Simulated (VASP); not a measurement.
# ZnS (Cmc2_1) in VASP: further runs

Runs on ZnS. Level: r2SCAN. Tasks: single point.

All numbers are computed with VASP 6.6.1; they aren't measurements. Logs are shortened: lines on timing, memory, paths and dates and some standing lists are left out, and cuts for length are marked.

## 1. The cell of the first run

It takes space group Cmc2_1 (No. 36, orthorhombic). The conventional cell has a = 3.847 Å, b = 6.597 Å, c = 12.466 Å, α = 90.00°, β = 90.00°, γ = 90.00°. Zn (site symmetry m) has 4 S at 2.33 to 2.35 Å within 3.1 Å. Zn (site symmetry m) has 4 S at 2.33 to 2.35 Å within 3.1 Å. Within 3.1 Å of S (site symmetry m) lie 4 Zn at 2.33 to 2.35 Å. Within 3.1 Å of S (site symmetry m) lie 4 Zn at 2.33 to 2.35 Å.

## 2. Single point, r2SCAN (strain +0.0100 x Voigt [1, 0, 0, 0, 0, 0])

File POSCAR:

```
ZnS
1.0
    3.8468242844      0.0000000000      0.0000000000
   -1.9234121422      3.2984629249      0.0000000000
    0.0000000000      0.0000000000     12.4664651431
Zn S
4 4
Direct
    0.0000000000      0.0000000000      0.0001143924
    0.0000000000      0.0000000000      0.5001143924
    0.3333333333      0.6666666667      0.2500706174
    0.6666666667      0.3333333333      0.7500706174
    0.0000000000      0.0000000000      0.1872361436
    0.0000000000      0.0000000000      0.6872361436
    0.3333333333      0.6666666667      0.4375788466
    0.6666666667      0.3333333333      0.9375788466
```

File INCAR.step1:

```
SYSTEM = ZnS
  PREC = Accurate
  ENCUT = 520
  ISMEAR = 0
  SIGMA = 0.05
  LREAL = .FALSE.
  LASPH = .TRUE.
  NELM = 100
  NBANDS = 46
  GGA = PE
  ALGO = Normal
  EDIFF = 1E-4
  LWAVE = .TRUE.
  LCHARG = .FALSE.
```

File INCAR.step2:

```
SYSTEM = ZnS
  PREC = Accurate
  ENCUT = 520
  EDIFF = 1E-7
  ISMEAR = 0
  SIGMA = 0.05
  LREAL = .FALSE.
  LASPH = .TRUE.
  NELM = 100
  ALGO = Normal
  ISIF = 2
  LWAVE = .FALSE.
  LCHARG = .TRUE.
  METAGGA = R2SCAN
  LMIXTAU = .TRUE.
  LELF = .TRUE.
  LVHAR = .TRUE.
  NBANDS = 46
  ISTART = 1
```

File KPOINTS:

```
regular mesh
0
G
  6 6 2
  0 0 0
```

Potentials or basis: VASP PAW PBE potentials, release 64 (Zn, S).

Command:

```
cat potpaw_PBE.64/Zn/POTCAR potpaw_PBE.64/S/POTCAR > POTCAR
cp INCAR.step1 INCAR
mpirun -np 1 vasp_std > vasp.out
cp INCAR.step2 INCAR
mpirun -np 1 vasp_std > vasp.out
```

OUTCAR:

```text
SYSTEM = ZnS
   PREC = Accurate
   ENCUT = 520
   EDIFF = 1E-7
   ISMEAR = 0
   LREAL = .FALSE.
   LASPH = .TRUE.
   NELM = 100
   ISIF = 2
   METAGGA = R2SCAN
   ISTART = 1

 ion  position               nearest neighbor table
   1  0.000  0.000  0.000-   5 2.33   8 2.33   8 2.35   8 2.35
   2  0.000  0.000  0.500-   6 2.33   7 2.33   7 2.35   7 2.35
   3  0.333  0.667  0.250-   5 2.33   7 2.34   5 2.35   5 2.35
   4  0.667  0.333  0.750-   6 2.33   8 2.34   6 2.35   6 2.35
   5  0.000  0.000  0.187-   1 2.33   3 2.33   3 2.35   3 2.35
   6  0.000  0.000  0.687-   2 2.33   4 2.33   4 2.35   4 2.35
   7  0.333  0.667  0.438-   2 2.33   3 2.34   2 2.35   2 2.35
   8  0.667  0.333  0.938-   1 2.33   4 2.34   1 2.35   1 2.35

  Warning from LATTYP: Monoclinic adjustment (A1->A3, A2->A1, A3->A2)!
  LATTYP: Found a base centered orthorhombic cell.
 ALAT       =     3.8468242844
 B/A-ratio  =     1.7149017897
 C/A-ratio  =     3.2407160352

  Lattice vectors:

 A1 = (   1.9234121422,  -3.2984629249,   0.0000000000)
 A2 = (   1.9234121422,   3.2984629249,   0.0000000000)
 A3 = (   0.0000000000,   0.0000000000,  12.4664651431)

Analysis of symmetry for initial positions (statically):
=====================================================================
 Subroutine PRICEL returns:
 Original cell was already a primitive cell.

 Routine SETGRP: Setting up the symmetry group for a
 base centered orthorhombic supercell.

 Subroutine GETGRP returns: Found  4 space group operations
 (whereof  2 operations were pure point group operations)
 out of a pool of  8 trial point group operations.

The static configuration has the point symmetry C_1h.
 The point group associated with its full space group is C_2v.

Analysis of symmetry for dynamics (positions and initial velocities):
=====================================================================
 Subroutine PRICEL returns:
 Original cell was already a primitive cell.

 Routine SETGRP: Setting up the symmetry group for a
 base centered orthorhombic supercell.

 Subroutine GETGRP returns: Found  4 space group operations
 (whereof  2 operations were pure point group operations)
 out of a pool of  8 trial point group operations.

The dynamic configuration has the point symmetry C_1h.
 The point group associated with its full space group is C_2v.

 Subroutine INISYM returns: Found  4 space group operations
 (whereof  2 operations are pure point group operations),
 and found     1 'primitive' translations

----------------------------------------------------------------------------------------

                                     Primitive cell

  volume of cell :     158.1821

  direct lattice vectors                    reciprocal lattice vectors
     3.846824284  0.000000000  0.000000000     0.259954686  0.151585757  0.000000000
    -1.923412142  3.298462925  0.000000000     0.000000000  0.303171514  0.000000000
     0.000000000  0.000000000 12.466465143     0.000000000  0.000000000  0.080215200

  length of vectors
     3.846824284  3.818294375 12.466465143     0.300923048  0.303171514  0.080215200

  position of ions in fractional coordinates (direct lattice)
     0.000000000  0.000000000  0.000114392
     0.000000000  0.000000000  0.500114392
     0.333333333  0.666666667  0.250070617
     0.666666667  0.333333333  0.750070617
     0.000000000  0.000000000  0.187236144
     0.000000000  0.000000000  0.687236144
     0.333333333  0.666666667  0.437578847
     0.666666667  0.333333333  0.937578847

  ion indices of the primitive-cell ions
   primitive index   ion index
                 1           1
                 2           2
                 3           3
                 4           4
                 5           5
                 6           6
                 7           7
                 8           8

----------------------------------------------------------------------------------------

 KPOINTS: regular mesh

Automatic generation of k-mesh.
 Grid dimensions read from file:
 generate k-points for:    6    6    2

 Generating k-lattice:

  Cartesian coordinates                     Fractional coordinates (reciprocal lattice)
     0.043325781  0.025264293  0.000000000     0.166666667  0.000000000  0.000000000
     0.000000000  0.050528586  0.000000000     0.000000000  0.166666667  0.000000000
     0.000000000  0.000000000  0.040107600     0.000000000  0.000000000  0.500000000

  Length of vectors
     0.050153841  0.050528586  0.040107600

  Shift w.r.t. Gamma in fractional coordinates (k-lattice)
     0.000000000  0.000000000  0.000000000

 Subroutine IBZKPT returns following result:
 ===========================================

 Found     26 irreducible k-points:

 Following reciprocal coordinates:
            Coordinates               Weight
  0.000000  0.000000  0.000000      1.000000
  0.166667 -0.000000  0.000000      4.000000
  0.333333  0.000000  0.000000      4.000000
  0.500000  0.000000  0.000000      2.000000
  0.000000  0.166667  0.000000      2.000000
  0.166667  0.166667  0.000000      4.000000
[... 16 lines left out ...]
  0.000000  0.333333  0.500000      2.000000
  0.166667  0.333333  0.500000      4.000000
 [... further k-points ...]
   k-points           NKPTS =     26   k-points in BZ     NKDIM =     26   number of bands    NBANDS=     46
   number of dos      NEDOS =    301   number of ions     NIONS =      8
   total plane-waves  NPLWV =  80640
   dimension x,y,z NGX =    30 NGY =   28 NGZ =   96
   dimension x,y,z NGXF=    60 NGYF=   56 NGZF=  192
   ions per type =               4   4
   NGX,Y,Z   is equivalent  to a cutoff of  12.96, 12.19, 12.80 a.u.
   NGXF,Y,Z  is equivalent  to a cutoff of  25.93, 24.38, 25.60 a.u.
 SYSTEM =  ZnS
   PREC   = accura    normal or accurate (medium, high low for compatibility)
   ISTART =      1    job   : 0-new  1-cont  2-samecut
   ICHARG =      0    charge: 1-file 2-atom 10-const
   ISPIN  =      1    spin polarized calculation?
   LNONCOLLINEAR =      F non collinear calculations
   LSORBIT =      F    spin-orbit coupling
   LASPH  =      T    aspherical Exc in radial PAW
   ENCUT  =  520.0 eV  38.22 Ry    6.18 a.u.   7.15  7.10 23.18*2*pi/ulx,y,z
   NELM   =    100;   NELMIN=  2; NELMDL=  0     # of ELM steps
   EDIFF  = 0.1E-06   stopping-criterion for ELM
   LREAL  =      F    real-space projection
   EDIFFG = 0.1E-05   stopping-criterion for IOM
   NSW    =      0    number of steps for IOM
   IBRION =     -1    ionic relax: 0-MD 1-quasi-New 2-CG
   NFREE  =      0    steps in history (QN), initial steepest desc. (CG)
   ISIF   =      2    stress and relaxation
   ISYM   =      2    0-nonsym 1-usesym 2-fastsym
   POTIM  = 0.5000    time-step for ionic-motion
   TEBEG  =    0.0;   TEEND  =   0.0 temperature during run
   PSTRESS=    0.0 pullay stress
   NELECT =      72.0000    total number of electrons
   NUPDOWN=      -1.0000    fix difference up-down
   EMIN   =  10.00;   EMAX   =-10.00  energy-range for DOS
   EFERMI =   0.00;   METHOD = LEGACY
   ISMEAR =     0;   SIGMA  =   0.05  broadening in eV -4-tet -1-fermi 0-gaus
   EFERMI_NEDOS =   21; number of points for ismear=-14 and -15
   IALGO  =     38    algorithm
   IMIX   =      4    mixing-type and parameters
     AMIX     =   0.40;   BMIX     =  1.00
     AMIX_MAG =   1.60;   BMIX_MAG =  1.00
  volume/ion in A,a.u.               =      19.77       133.43
  Fermi-wavevector in a.u.,A,eV,Ry     =   1.259312  2.379754 21.577016  1.585866
  Thomas-Fermi vector in A             =   2.392878
   LORBIT       =      0    0 simple, 1 ext, 2 COOP (PROOUT), +10 PAW based schemes
   METAGGA = R2SCAN    functional components
   LHFCALC =     F    Hartree Fock is set to
   AEXX    =    0.0000 exact exchange contribution
   IVDW    =     0    specifies the selected vdW correction
   LEPSILON=     F    determine dielectric tensor
   LRPA    =     F    only Hartree local field effects (RPA)
 non-spin polarized calculation
 Gauss-broadening in eV      SIGMA  =   0.05
  energy-cutoff  :      520.00
  volume of cell :      158.18
 maximum number of plane-waves:      4297
 NGX is ok and might be reduce to    30
   NGX = 15   NGY = 15   NGZ = 47

 number of electron      71.9999984 magnetization

 Free energy of the ion-electron system (eV)
  ---------------------------------------------------
  ext. energy  EPLUGINS =         0.00000000
  ---------------------------------------------------
  free energy    TOTEN  =       -75.44443434 eV

  energy without entropy =      -75.44443434  energy(sigma->0) =      -75.44443434

 E-fermi :   2.1119     XC(G=0): -10.2683

 val. band max:        1.8314228504   @ k =   0.0000   0.0000   0.0000
 cond. band min:       4.5247340976   @ k =   0.0000   0.0000   0.0000
 fundamental gap:      2.6933112472
 Fermi energy:         2.1118814447

 k-point     1 :       0.0000    0.0000    0.0000
  band No.  band energies     occupation
      1     -11.8519      2.00000
      2     -11.4220      2.00000
      3     -11.4102      2.00000
      4     -10.8978      2.00000
      5      -4.6775      2.00000
      6      -4.6679      2.00000
[... 38 lines left out ...]
     45       8.9918      0.00000
     46       9.1920      0.00000

 k-point     2 :       0.1667   -0.0000    0.0000
  band No.  band energies     occupation
      1     -11.6692      2.00000
      2     -11.2734      2.00000
      3     -11.2615      2.00000
      4     -10.8015      2.00000
      5      -4.6792      2.00000
      6      -4.6594      2.00000
[... 38 lines left out ...]
     45       9.1058      0.00000
     46       9.1761      0.00000

 k-point     3 :       0.3333    0.0000    0.0000
  band No.  band energies     occupation
      1     -11.2313      2.00000
      2     -10.9470      2.00000
      3     -10.9356      2.00000
      4     -10.6312      2.00000
      5      -4.6873      2.00000
      6      -4.6316      2.00000
[... 38 lines left out ...]
     45       9.3352      0.00000
     46       9.9261      0.00000

 k-point     4 :       0.5000    0.0000    0.0000
  band No.  band energies     occupation
      1     -10.9274      2.00000
      2     -10.7668      2.00000
      3     -10.7593      2.00000
      4     -10.5955      2.00000
      5      -4.6864      2.00000
      6      -4.5943      2.00000
[... 920 lines left out ...]
     45       9.4099      0.00000
     46       9.4099      0.00000

 k-point    23 :       0.0000    0.3333    0.5000
  band No.  band energies     occupation
      1     -11.1351      2.00000
      2     -11.1351      2.00000
      3     -10.7147      2.00000
      4     -10.7147      2.00000
      5      -4.6631      2.00000
      6      -4.6631      2.00000
[... 38 lines left out ...]
     45       9.7319      0.00000
     46       9.7319      0.00000

 k-point    24 :       0.1667    0.3333    0.5000
  band No.  band energies     occupation
      1     -10.8752      2.00000
      2     -10.8752      2.00000
      3     -10.6326      2.00000
      4     -10.6326      2.00000
      5      -4.5973      2.00000
      6      -4.5973      2.00000
[... 38 lines left out ...]
     45       9.6604      0.00000
     46       9.6604      0.00000

 [... further k-points ...]
[... 5 lines left out ...]
  --------------------------------------------------------------------------------------
  -------------------------------------------------------------------------------------
  Total       -1.4737915     -0.4208206     -0.2470453      0.0000000      0.0000000      0.0000000
  in kB      -14.9275774     -4.2623612     -2.5022449      0.0000000      0.0000000      0.0000000
  external PRESSURE =      -7.2307279 kB  Pullay stress =       0.0000000 kB

 VOLUME and BASIS-vectors are now :
 -----------------------------------------------------------------------------
  energy-cutoff  :      520.00
  volume of cell :      158.18
      direct lattice vectors                 reciprocal lattice vectors
     3.846824284  0.000000000  0.000000000     0.259954686  0.151585757  0.000000000
    -1.923412142  3.298462925  0.000000000     0.000000000  0.303171514  0.000000000
     0.000000000  0.000000000 12.466465143     0.000000000  0.000000000  0.080215200

 POSITION                                       TOTAL-FORCE (eV/Angst)
 -----------------------------------------------------------------------------------
      0.00000      0.00000      0.00143        -0.000000      0.028968     -0.035081
      0.00000      0.00000      6.23466         0.000000     -0.028968     -0.035081
     -0.00000      2.19898      3.11750        -0.000000      0.065445     -0.038029
      1.92341      1.09949      9.35073         0.000000     -0.065445     -0.038029
      0.00000      0.00000      2.33417         0.000000     -0.044137      0.035933
      0.00000      0.00000      8.56741        -0.000000      0.044137      0.035933
     -0.00000      2.19898      5.45506         0.000000      0.061151      0.037177
      1.92341      1.09949     11.68829        -0.000000     -0.061151      0.037177
 -----------------------------------------------------------------------------------
    total drift:                               -0.000000      0.000000     -0.041939

  FREE ENERGIE OF THE ION-ELECTRON SYSTEM (eV)
  ---------------------------------------------------
  free  energy   TOTEN  =       -75.4444343351 eV

  energy  without entropy=      -75.4444343351  energy(sigma->0) =      -75.44443434
```

Wall time 24 min (1 thread of Oxide Virtual Turin-like, shared host); peak memory 0.35 GiB.

Results:

| Item | Value |
| --- | --- |
| Free energy | -75.4444 eV |
| Pressure | -0.7 GPa |
| Largest force | 0.076 eV/Å |
| Band gap on the k mesh | 2.69 eV |

Forces on the atoms (eV/Å):
```
Zn   0.000  0.029 -0.035
Zn   0.000 -0.029 -0.035
Zn   0.000  0.065 -0.038
Zn   0.000 -0.065 -0.038
S    0.000 -0.044  0.036
S    0.000  0.044  0.036
S    0.000  0.061  0.037
S    0.000 -0.061  0.037
```

Stress tensor (GPa, compression positive):
```
-1.49  0.00  0.00
 0.00 -0.43  0.00
 0.00  0.00 -0.25
```

Levels at points of the mesh, in eV from the valence-band top:
```tsv
k point	band 34	band 35	band 36	band 37	band 38	band 39
(0.00, 0.00, 0.00)	-0.04	-0.04	0.00	2.69	3.65	3.88
(0.50, 0.00, 0.00)	-1.61	-1.13	-0.88	3.76	3.76	4.18
(0.00, 0.50, 0.00)	-1.60	-1.14	-0.94	3.71	3.73	4.08
(0.00, 0.00, 0.50)	-0.18	-0.15	-0.15	3.51	3.51	3.79
(0.50, 0.00, 0.50)	-1.53	-1.11	-1.11	4.10	4.10	4.50
(0.00, 0.50, 0.50)	-1.54	-1.18	-1.18	4.02	4.02	4.42
```

Caveat: the cell differs from its parent crystal (strain +0.0100 x Voigt [1, 0, 0, 0, 0, 0]); the PAW data sets were made with another functional, which shifts forces and pressure a little.

(Continued in part 2 of 2.)
